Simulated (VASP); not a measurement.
# Rb (Cmcm) in VASP: further runs

Rb is run at these levels: PBE; tasks: single point.

Program: VASP 6.6.1. These are calculated values, not measurements. Logs are shortened: lines on timing, memory, paths and dates and some standing lists are left out, and cuts for length are marked.

**1. The cell of the first run**

It takes space group Cmcm (No. 63, orthorhombic). The conventional cell has a = 5.027 Å, b = 8.806 Å, c = 8.210 Å, α = 90.00°, β = 90.00°, γ = 90.00°.

**2. Single point, PBE**

INCAR

```
SYSTEM = Rb
ALGO = Fast
EDIFF = 1E-6
ENCUT = 520
GGA = PE
ISIF = 2
ISMEAR = 0
LASPH = .TRUE.
LCHARG = .FALSE.
LREAL = .FALSE.
LWAVE = .FALSE.
NBANDS = 16
NELM = 80
PREC = Accurate
SIGMA = 0.1
```

KPOINTS

```
k-points
0
G
  10 10 6
  0 0 0
```

POSCAR

```
Rb
1.0
    2.5134947717     -4.4028202549      0.0000000000
    2.5134947717      4.4028202549      0.0000000000
    0.0000000000      0.0000000000      8.2095129904
Rb
2
Direct
    0.8366631361      0.1633368639      0.7500000000
    0.1633368639      0.8366631361      0.2500000000
```

Potentials or basis: VASP PAW PBE potentials, release 64 (Rb_sv).

Started as:

```bash
cat potpaw_PBE.64/Rb_sv/POTCAR > POTCAR
mpirun -np 1 vasp_std > vasp.out
```

OUTCAR:

```text
SYSTEM = Rb
   EDIFF = 1E-6
   ENCUT = 520
   GGA = PE
   ISIF = 2
   ISMEAR = 0
   LASPH = .TRUE.
   LREAL = .FALSE.
   NELM = 80
   PREC = Accurate

 ion  position               nearest neighbor table
   1  0.837  0.163  0.750-   2 5.01   2 5.01   2 5.05   2 5.05   2 5.05   2 5.05
   2  0.163  0.837  0.250-   1 5.01   1 5.01   1 5.05   1 5.05   1 5.05   1 5.05

  LATTYP: Found a base centered orthorhombic cell.
 ALAT       =     5.0269895434
 B/A-ratio  =     1.7516727325
 C/A-ratio  =     1.6330873417

  Lattice vectors:

 A1 = (   2.5134947717,  -4.4028202549,   0.0000000000)
 A2 = (   2.5134947717,   4.4028202549,   0.0000000000)
 A3 = (   0.0000000000,   0.0000000000,   8.2095129904)

Analysis of symmetry for initial positions (statically):
=====================================================================
 Subroutine PRICEL returns:
 Original cell was already a primitive cell.

 Routine SETGRP: Setting up the symmetry group for a
 base centered orthorhombic supercell.

 Subroutine GETGRP returns: Found  8 space group operations
 (whereof  4 operations were pure point group operations)
 out of a pool of  8 trial point group operations.

The static configuration has the point symmetry C_2h.
 The point group associated with its full space group is D_2h.

Analysis of symmetry for dynamics (positions and initial velocities):
=====================================================================
 Subroutine PRICEL returns:
 Original cell was already a primitive cell.

 Routine SETGRP: Setting up the symmetry group for a
 base centered orthorhombic supercell.

 Subroutine GETGRP returns: Found  8 space group operations
 (whereof  4 operations were pure point group operations)
 out of a pool of  8 trial point group operations.

The dynamic configuration has the point symmetry C_2h.
 The point group associated with its full space group is D_2h.

 Subroutine INISYM returns: Found  8 space group operations
 (whereof  4 operations are pure point group operations),
 and found     1 'primitive' translations

----------------------------------------------------------------------------------------

                                     Primitive cell

  volume of cell :     181.7006

  direct lattice vectors                    reciprocal lattice vectors
     2.513494772 -4.402820255  0.000000000     0.198926214 -0.113563573  0.000000000
     2.513494772  4.402820255  0.000000000     0.198926214  0.113563573  0.000000000
     0.000000000  0.000000000  8.209512990     0.000000000  0.000000000  0.121809905

  length of vectors
     5.069761549  5.069761549  8.209512990     0.229059651  0.229059651  0.121809905

  position of ions in fractional coordinates (direct lattice)
     0.836663136  0.163336864  0.750000000
     0.163336864  0.836663136  0.250000000

  ion indices of the primitive-cell ions
   primitive index   ion index
                 1           1
                 2           2

----------------------------------------------------------------------------------------

 KPOINTS: k-points

Automatic generation of k-mesh.
 Grid dimensions read from file:
 generate k-points for:   10   10    6

 Generating k-lattice:

  Cartesian coordinates                     Fractional coordinates (reciprocal lattice)
     0.019892621 -0.011356357  0.000000000     0.100000000  0.000000000  0.000000000
     0.019892621  0.011356357  0.000000000     0.000000000  0.100000000  0.000000000
     0.000000000  0.000000000  0.020301651     0.000000000  0.000000000  0.166666667

  Length of vectors
     0.022905965  0.022905965  0.020301651

  Shift w.r.t. Gamma in fractional coordinates (k-lattice)
     0.000000000  0.000000000  0.000000000

 Subroutine IBZKPT returns following result:
 ===========================================

 Found    124 irreducible k-points:

 Following reciprocal coordinates:
            Coordinates               Weight
  0.000000  0.000000  0.000000      1.000000
  0.100000  0.000000  0.000000      4.000000
  0.200000  0.000000  0.000000      4.000000
  0.300000  0.000000  0.000000      4.000000
  0.400000  0.000000  0.000000      4.000000
  0.500000  0.000000  0.000000      2.000000
[... 16 lines left out ...]
  0.300000  0.300000  0.000000      2.000000
  0.400000  0.300000  0.000000      4.000000
 [... further k-points ...]
   k-points           NKPTS =    124   k-points in BZ     NKDIM =    124   number of bands    NBANDS=     16
   number of dos      NEDOS =    301   number of ions     NIONS =      2
   total plane-waves  NPLWV = 102400
   dimension x,y,z NGX =    40 NGY =   40 NGZ =   64
   dimension x,y,z NGXF=    80 NGYF=   80 NGZF=  128
   ions per type =               2
   NGX,Y,Z   is equivalent  to a cutoff of  13.12, 13.12, 12.96 a.u.
   NGXF,Y,Z  is equivalent  to a cutoff of  26.23, 26.23, 25.92 a.u.
 SYSTEM =  Rb
   PREC   = accura    normal or accurate (medium, high low for compatibility)
   ISTART =      0    job   : 0-new  1-cont  2-samecut
   ICHARG =      2    charge: 1-file 2-atom 10-const
   ISPIN  =      1    spin polarized calculation?
   LNONCOLLINEAR =      F non collinear calculations
   LSORBIT =      F    spin-orbit coupling
   LASPH  =      T    aspherical Exc in radial PAW
   ENCUT  =  520.0 eV  38.22 Ry    6.18 a.u.   9.43  9.43 15.26*2*pi/ulx,y,z
   NELM   =     80;   NELMIN=  2; NELMDL= -5     # of ELM steps
   EDIFF  = 0.1E-05   stopping-criterion for ELM
   LREAL  =      F    real-space projection
   EDIFFG = 0.1E-04   stopping-criterion for IOM
   NSW    =      0    number of steps for IOM
   IBRION =     -1    ionic relax: 0-MD 1-quasi-New 2-CG
   NFREE  =      0    steps in history (QN), initial steepest desc. (CG)
   ISIF   =      2    stress and relaxation
   ISYM   =      2    0-nonsym 1-usesym 2-fastsym
   POTIM  = 0.5000    time-step for ionic-motion
   TEBEG  =    0.0;   TEEND  =   0.0 temperature during run
   PSTRESS=    0.0 pullay stress
   NELECT =      18.0000    total number of electrons
   NUPDOWN=      -1.0000    fix difference up-down
   EMIN   =  10.00;   EMAX   =-10.00  energy-range for DOS
   EFERMI =   0.00;   METHOD = LEGACY
   ISMEAR =     0;   SIGMA  =   0.10  broadening in eV -4-tet -1-fermi 0-gaus
   EFERMI_NEDOS =   21; number of points for ismear=-14 and -15
   IALGO  =     68    algorithm
   IMIX   =      4    mixing-type and parameters
     AMIX     =   0.40;   BMIX     =  1.00
     AMIX_MAG =   1.60;   BMIX_MAG =  1.00
  volume/ion in A,a.u.               =      90.85       613.09
  Fermi-wavevector in a.u.,A,eV,Ry     =   0.757496  1.431459  7.807021  0.573800
  Thomas-Fermi vector in A             =   1.855855
   LORBIT       =      0    0 simple, 1 ext, 2 COOP (PROOUT), +10 PAW based schemes
   GGA     = PE    functional components
   LHFCALC =     F    Hartree Fock is set to
   AEXX    =    0.0000 exact exchange contribution
   IVDW    =     0    specifies the selected vdW correction
   LEPSILON=     F    determine dielectric tensor
   LRPA    =     F    only Hartree local field effects (RPA)
 non-spin polarized calculation
 RMM-DIIS sequential band-by-band and
 Gauss-broadening in eV      SIGMA  =   0.10
  energy-cutoff  :      520.00
  volume of cell :      181.70
 maximum number of plane-waves:      4928
 NGX is ok and might be reduce to    40
   NGX = 19   NGY = 19   NGZ = 31

 number of electron      18.0000000 magnetization

 Free energy of the ion-electron system (eV)
  ---------------------------------------------------
  ext. energy  EPLUGINS =         0.00000000
  ---------------------------------------------------
  free energy    TOTEN  =        -1.87983400 eV

  energy without entropy =       -1.87107212  energy(sigma->0) =       -1.87545306

 E-fermi :  -0.0003     XC(G=0):  -5.4691

 val. band max:       -0.0016746712   @ k =  -0.4000   0.4000   0.5000
 cond. band min:       0.0059331612   @ k =  -0.2000   0.1000   0.1667
 fundamental gap:      0.0076078323
 Fermi energy:        -0.0003084243

 k-point     1 :       0.0000    0.0000    0.0000
  band No.  band energies     occupation
      1     -28.8796      2.00000
      2     -28.8757      2.00000
      3     -13.0184      2.00000
      4     -12.9379      2.00000
      5     -12.9356      2.00000
      6     -12.9234      2.00000
[... 8 lines left out ...]
     15       3.8708      0.00000
     16       3.9067      0.00000

 k-point     2 :       0.1000    0.0000    0.0000
  band No.  band energies     occupation
      1     -28.8793      2.00000
      2     -28.8756      2.00000
      3     -13.0154      2.00000
      4     -12.9432      2.00000
      5     -12.9394      2.00000
      6     -12.9303      2.00000
[... 8 lines left out ...]
     15       3.8133      0.00000
     16       3.9877      0.00000

 k-point     3 :       0.2000    0.0000    0.0000
  band No.  band energies     occupation
      1     -28.8784      2.00000
      2     -28.8752      2.00000
      3     -13.0070      2.00000
      4     -12.9610      2.00000
      5     -12.9484      2.00000
      6     -12.9451      2.00000
[... 8 lines left out ...]
     15       3.7109      0.00000
     16       3.8654      0.00000

 k-point     4 :       0.3000    0.0000    0.0000
  band No.  band energies     occupation
      1     -28.8773      2.00000
      2     -28.8747      2.00000
      3     -12.9951      2.00000
      4     -12.9835      2.00000
      5     -12.9700      2.00000
      6     -12.9518      2.00000
[... 8 lines left out ...]
     15       3.5993      0.00000
     16       3.9985      0.00000
[... 324 lines left out ...]
 k-point    22 :      -0.2000    0.2000    0.0000
  band No.  band energies     occupation
      1     -28.8785      2.00000
      2     -28.8752      2.00000
      3     -13.0068      2.00000
      4     -12.9616      2.00000
      5     -12.9481      2.00000
      6     -12.9431      2.00000
[... 8 lines left out ...]
     15       3.7910      0.00000
     16       3.9278      0.00000

 k-point    23 :       0.3000    0.3000    0.0000
  band No.  band energies     occupation
      1     -28.8752      2.00000
      2     -28.8746      2.00000
      3     -12.9956      2.00000
      4     -12.9843      2.00000
      5     -12.9750      2.00000
      6     -12.9668      2.00000
[... 8 lines left out ...]
     15       2.6284      0.00000
     16       3.4223      0.00000

 k-point    24 :       0.4000    0.3000    0.0000
  band No.  band energies     occupation
      1     -28.8752      2.00000
      2     -28.8747      2.00000
      3     -12.9941      2.00000
      4     -12.9828      2.00000
      5     -12.9756      2.00000
      6     -12.9653      2.00000
[... 8 lines left out ...]
     15       2.6249      0.00000
     16       3.3882      0.00000

 [... further k-points ...]

------------------------ aborting loop because EDIFF is reached ----------------------------------------

  FORCE on cell =-STRESS in cart. coord.  units (eV):
  Direction    XX          YY          ZZ          XY          YZ          ZX
  --------------------------------------------------------------------------------------
  -------------------------------------------------------------------------------------
  Total        0.0319408      0.0203507      0.0000177      0.0000000     -0.0000000      0.0000000
  in kB        0.2816434      0.1794462      0.0001560      0.0000000     -0.0000000      0.0000000
  external PRESSURE =       0.1537485 kB  Pullay stress =       0.0000000 kB

 VOLUME and BASIS-vectors are now :
 -----------------------------------------------------------------------------
  energy-cutoff  :      520.00
  volume of cell :      181.70
      direct lattice vectors                 reciprocal lattice vectors
     2.513494772 -4.402820255  0.000000000     0.198926214 -0.113563573  0.000000000
     2.513494772  4.402820255  0.000000000     0.198926214  0.113563573  0.000000000
     0.000000000  0.000000000  8.209512990     0.000000000  0.000000000  0.121809905

 POSITION                                       TOTAL-FORCE (eV/Angst)
 -----------------------------------------------------------------------------------
      2.51349     -2.96453      6.15713         0.000000      0.001335      0.000000
      2.51349      2.96453      2.05238         0.000000     -0.001335     -0.000000
 -----------------------------------------------------------------------------------
    total drift:                               -0.000000     -0.000000     -0.000000

  FREE ENERGIE OF THE ION-ELECTRON SYSTEM (eV)
  ---------------------------------------------------
  free  energy   TOTEN  =        -1.8798339963 eV

  energy  without entropy=       -1.8710721205  energy(sigma->0) =       -1.87545306
```

Run time: 4.3 min. Hardware: 1 thread of Intel Xeon Platinum 8259CL at 2.50GHz (Skylake/Cascade Lake), shared host; peak memory 0.49 GiB.

What came out:

* Free energy: -1.8798 eV
* Pressure: 0.0 GPa
* Band gap on the k mesh: zero (bands 9 and 10 overlap by 2.10 eV)

Levels at points of the mesh, in eV from the Fermi level:
```csv
k point,band 7,band 8,band 9,band 10,band 11,band 12
"(0.00, 0.00, 0.00)",-12.92,-12.92,-1.96,0.16,0.69,3.42
"(0.50, 0.00, 0.00)",-12.94,-12.94,0.05,0.33,1.32,1.56
"(0.50, 0.50, 0.00)",-12.95,-12.93,0.04,0.29,1.33,1.59
"(0.00, 0.00, 0.50)",-12.93,-12.93,-1.28,-1.28,2.35,2.35
"(0.50, 0.00, 0.50)",-12.95,-12.95,0.43,0.43,0.93,0.93
"(0.50, 0.50, 0.50)",-12.95,-12.95,0.40,0.40,0.91,0.91
```

**3. Single point, PBE (biaxial strain in the a-b plane: -6.0 %)**

INCAR

```
ALGO = Fast ; EDIFF = 1E-6
ENCUT = 520 ; GGA = PE
ISIF = 2 ; ISMEAR = 0
LASPH = True ; LCHARG = True
LELF = True ; LREAL = False
LVHAR = True ; LWAVE = False
NBANDS = 26 ; NELM = 80
PREC = Accurate ; SIGMA = 0.1
```

KPOINTS

```
k-points
0
Gamma
  8 6 6
```

POSCAR

```
Rb
1.0
    4.7253701709      0.0000000000      0.0000000000
    0.0000000000      8.2773020792      0.0000000000
    0.0000000000      0.0000000000      8.5050554580
Rb
4
Direct
    0.0000000000      0.1633368639      0.2500000000
    0.5000000000      0.3366631361      0.7500000000
    0.5000000000      0.6633368639      0.2500000000
    0.0000000000      0.8366631361      0.7500000000
```

Potentials or basis: VASP PAW PBE potentials, release 64 (Rb_sv).

Started as:

```bash
cat potpaw_PBE.64/Rb_sv/POTCAR > POTCAR
mpirun -np 1 vasp_std > vasp.out
```

Wall time 10 min (1 thread of Intel Xeon Platinum 8259CL at 2.50GHz (Skylake/Cascade Lake), shared host); peak memory 0.7 GiB.

It converged, with:

```
Free energy            : -3.6930 eV
Pressure               : 0.3 GPa
Band gap on the k mesh : zero (bands 18 and 19 overlap by 1.51 eV)
```

Stress tensor (GPa, compression positive):
```
0.51 0.00 0.00
0.00 0.46 0.00
0.00 0.00 0.02
```

Levels at points of the mesh, in eV from the Fermi level:
```csv
k point,band 16,band 17,band 18,band 19,band 20,band 21
"(0.00, 0.00, 0.00)",-12.91,-2.11,-0.14,0.13,0.39,0.43
"(0.50, 0.00, 0.00)",-12.94,-0.19,-0.19,1.15,1.15,1.37
"(0.00, 0.50, 0.00)",-12.92,-1.43,-1.43,0.60,0.60,0.65
"(0.50, 0.50, 0.00)",-12.94,0.14,0.14,0.44,0.44,1.16
"(0.00, 0.00, 0.50)",-12.92,-1.48,-1.48,0.38,0.38,1.01
"(0.50, 0.00, 0.50)",-12.94,0.27,0.27,0.27,0.27,1.63
"(0.00, 0.50, 0.50)",-12.93,-0.84,-0.84,-0.84,-0.84,2.11
"(0.50, 0.50, 0.50)",-12.95,0.42,0.42,0.42,0.42,1.03
```

Caveat: the cell differs from its parent crystal (biaxial strain in the a-b plane: -6.0 %).
